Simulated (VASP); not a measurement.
# Sn (I4_1/amd) in VASP: a series of runs, part 2 of 2

VASP 6.6.1. Earlier steps stand in the parts before.

## Step 3: Single point, PBE

INCAR

```
SYSTEM = Sn
PREC = Accurate ; ENCUT = 520
EDIFF = 1E-6 ; ISMEAR = 0
SIGMA = 0.1 ; LREAL = .False.
LASPH = .True. ; NELM = 100
ALGO = Normal ; ISIF = 2
LWAVE = .False. ; LCHARG = .False.
GGA = PE ; NBANDS = 21
```

KPOINTS

```
Automatic mesh
0
Gamma
  9 9 9
  0 0 0
```

POSCAR

```
Sn
1.0
   -2.9401404553      2.9401404553      1.5993019889
    2.9401404553     -2.9401404553      1.5993019889
    2.9401404553      2.9401404553     -1.5993019889
Sn
2
Direct
    0.0000000000      0.0000000000      0.0000000000
    0.7500000000      0.2500000000      0.5000000000
```

Potentials or basis: VASP PAW PBE potentials, release 64 (Sn_d).

On the command line:

```console
$ cat potpaw_PBE.64/Sn_d/POTCAR > POTCAR
$ mpirun -np 1 vasp_std > vasp.out
```

It took 70 s on 1 thread of Intel Xeon Platinum 8488C (Sapphire Rapids), shared host; peak memory 0.23 GiB.

It converged, with:

```
Free energy            : -7.5998 eV
Pressure               : 1.4 GPa
Band gap on the k mesh : zero (band 14 reaches 8.97 eV, above the bottom of band 15 at 5.01 eV)
```

Stress tensor (GPa, compression positive):
```
1.48 0.00 0.00
0.00 1.48 0.00
0.00 0.00 1.10
```

Levels at points of the mesh, in eV from the Fermi level:
| k point | band 10 | band 11 | band 12 | band 13 | band 14 | band 15 | band 16 | band 17 | band 18 | band 19 |
| --- | --- | --- | --- | --- | --- | --- | --- | --- | --- | --- |
| (0.00, 0.00, 0.00) | -21.18 | -11.01 | -3.72 | -1.95 | -1.95 | 2.98 | 6.11 | 6.11 | 6.73 | 6.83 |

Caveat: spin-orbit coupling is left out, which moves the levels of the heavy elements.

## Step 4: Single point, PBE

INCAR

```
ALGO = Fast
EDIFF = 1E-7
ENCUT = 520
GGA = PE
ISIF = 2
ISMEAR = 0
LASPH = True
LCHARG = False
LREAL = False
LWAVE = False
NBANDS = 21
NELM = 100
PREC = Accurate
SIGMA = 0.02
```

KPOINTS

```
k-points
0
Gamma
  9 9 9
```

POSCAR is that of step 3.

On the command line:

```console
$ cat potpaw_PBE.64/Sn_d/POTCAR > POTCAR
$ mpirun -np 1 vasp_std > vasp.out
```

It took 2.3 min on 1 thread of Intel Xeon Platinum 8488C (Sapphire Rapids), shared host; peak memory 0.24 GiB.

It converged, with:

```yaml
Free_energy: -7.5971 eV
Pressure: 1.4 GPa
Band_gap_on_the_k_mesh: zero (band 14 reaches 8.97 eV, above the bottom of band 15 at 5.01 eV)
```

Stress tensor (GPa, compression positive):
```
1.49 0.00 0.00
0.00 1.49 0.00
0.00 0.00 1.14
```

Levels at points of the mesh, in eV from the Fermi level:
| k point | band 10 | band 11 | band 12 | band 13 | band 14 | band 15 | band 16 | band 17 | band 18 | band 19 |
| --- | --- | --- | --- | --- | --- | --- | --- | --- | --- | --- |
| (0.00, 0.00, 0.00) | -21.17 | -11.00 | -3.71 | -1.94 | -1.94 | 2.99 | 6.12 | 6.12 | 6.74 | 6.84 |

Caveat: spin-orbit coupling is left out, which moves the levels of the heavy elements.

## Step 5: Single point, PBE

INCAR

```
SYSTEM = Sn
  PREC = Accurate
  ENCUT = 520
  EDIFF = 1E-6
  ISMEAR = 0
  SIGMA = 0.023
  LREAL = .FALSE.
  LASPH = .TRUE.
  NELM = 60
  ALGO = Normal
  ISIF = 2
  LWAVE = .FALSE.
  LCHARG = .TRUE.
  GGA = PE
  LELF = .TRUE.
  LVHAR = .TRUE.
  NBANDS = 21
```

KPOINTS

```
regular mesh
0
G
  9 9 9
  0 0 0
```

POSCAR is that of step 4.

Potentials or basis: VASP PAW PBE potentials, release 64 (Sn_d).

On the command line:

```console
$ cat potpaw_PBE.64/Sn_d/POTCAR > POTCAR
$ mpirun -np 1 vasp_std > vasp.out
```

OUTCAR:

```text
SYSTEM = Sn
   PREC = Accurate
   ENCUT = 520
   EDIFF = 1E-6
   ISMEAR = 0
   LREAL = .FALSE.
   LASPH = .TRUE.
   NELM = 60
   ISIF = 2
   GGA = PE

 ion  position               nearest neighbor table
   1  0.000  0.000  0.000-   2 3.05   2 3.05   2 3.05   2 3.05
   2  0.750  0.250  0.500-   1 3.05   1 3.05   1 3.05   1 3.05

  LATTYP: Found a body centered tetragonal cell.
 ALAT       =     5.8802809106
 C/A-ratio  =     0.5439542815

  Lattice vectors:

 A1 = (  -2.9401404553,   2.9401404553,   1.5993019889)
[... 192 lines left out ...]
      4     -13.7543      2.00000
      5     -13.6126      2.00000
      6     -13.6126      2.00000
[... 565 lines left out ...]
     20      18.4363      0.00000
     21      18.9035      0.00000

 [... further k-points ...]
[... 5 lines left out ...]
  --------------------------------------------------------------------------------------
  -------------------------------------------------------------------------------------
  Total        0.5098447      0.5098447      0.4031985      0.0000000      0.0000000      0.0000000
  in kB       14.7714070     14.7714070     11.6816155      0.0000000      0.0000000      0.0000000
  external PRESSURE =      13.7414765 kB  Pullay stress =       0.0000000 kB

 VOLUME and BASIS-vectors are now :
 -----------------------------------------------------------------------------
  energy-cutoff  :      520.00
  volume of cell :       55.30
      direct lattice vectors                 reciprocal lattice vectors
    -2.940140455  2.940140455  1.599301989     0.000000000  0.170059903  0.312636390
     2.940140455 -2.940140455  1.599301989     0.170059903  0.000000000  0.312636390
     2.940140455  2.940140455 -1.599301989     0.170059903  0.170059903  0.000000000

 POSITION                                       TOTAL-FORCE (eV/Angst)
 -----------------------------------------------------------------------------------
      0.00000      0.00000      0.00000         0.000000     -0.000000     -0.000000
      0.00000      2.94014      0.79965        -0.000000      0.000000      0.000000
 -----------------------------------------------------------------------------------
    total drift:                               -0.000000      0.000000     -0.000000

  FREE ENERGIE OF THE ION-ELECTRON SYSTEM (eV)
  ---------------------------------------------------
  free  energy   TOTEN  =        -7.5971812890 eV

  energy  without entropy=       -7.5967324039  energy(sigma->0) =       -7.59695685
```

OSZICAR:

```text
N       E                     dE             d eps       ncg     rms          rms(c)
DAV:   1     0.223128388204E+03    0.22313E+03   -0.14373E+04  3190   0.205E+03
DAV:   2     0.155973885131E+02   -0.20753E+03   -0.20312E+03  3165   0.457E+02
DAV:   3    -0.688705404812E+01   -0.22484E+02   -0.22339E+02  3680   0.135E+02
DAV:   4    -0.758696382217E+01   -0.69991E+00   -0.69953E+00  3575   0.263E+01
DAV:   5    -0.761565402168E+01   -0.28690E-01   -0.28689E-01  4471   0.503E+00    0.230E+00
DAV:   6    -0.760068213671E+01    0.14972E-01   -0.31083E-02  4279   0.245E+00    0.129E+00
DAV:   7    -0.759721305508E+01    0.34691E-02   -0.18143E-02  4275   0.189E+00    0.163E-01
DAV:   8    -0.759717504196E+01    0.38013E-04   -0.19960E-03  3924   0.584E-01    0.369E-02
DAV:   9    -0.759718191700E+01   -0.68750E-05   -0.62083E-05  4240   0.721E-02    0.119E-02
DAV:  10    -0.759718128898E+01    0.62801E-06   -0.69155E-06  3826   0.340E-02
   1 F= -.75971813E+01 E0= -.75969568E+01  d E =-.448885E-03
```

stdout:

```text
POSCAR found type information on POSCAR Sn
 POSCAR found :  1 types and       2 ions
 scaLAPACK will be used
 LDA part: xc-table for (Slater+PW92), standard interpolation
 POSCAR, INCAR and KPOINTS ok, starting setup
 FFT: planning ... GRIDC
 FFT: planning ... GRID_SOFT
 FFT: planning ... GRID
 WAVECAR not read
 entering main loop
```

Run time: 72 s. Hardware: 1 thread of Intel Xeon Platinum 8488C (Sapphire Rapids), shared host; peak memory 0.23 GiB.

What came out:

```yaml
Free_energy: -7.5972 eV
Pressure: 1.4 GPa
Band_gap_on_the_k_mesh: zero (band 14 reaches 8.97 eV, above the bottom of band 15 at 5.01 eV)
```

Stress tensor (GPa, compression positive):
```
1.48 0.00 0.00
0.00 1.48 0.00
0.00 0.00 1.17
```

Caveat: spin-orbit coupling is left out, which moves the levels of the heavy elements.

## Step 6: The runs side by side

| smearing | gap on the mesh (eV) | pressure (GPa) |
| --- | --- | --- |
| gaussian 0.1 eV | none | 1.4 |
| gaussian 0.02 eV | none | 1.4 |
| gaussian 0.023 eV | none | 1.4 |

Alike in all rows: task single point; level PBE; potentials or basis VASP PAW PBE potentials, release 64 (Sn_d); no spin polarisation; cell as given; k mesh 9 × 9 × 9; cutoff (eV) 520.

Every run on the cell as given and a fine mesh finds a metal.

Caveats: spin-orbit coupling is left out, which moves the levels of the heavy elements.

Total energies depend on the potentials used, so only differences within one code and one set of settings carry meaning.
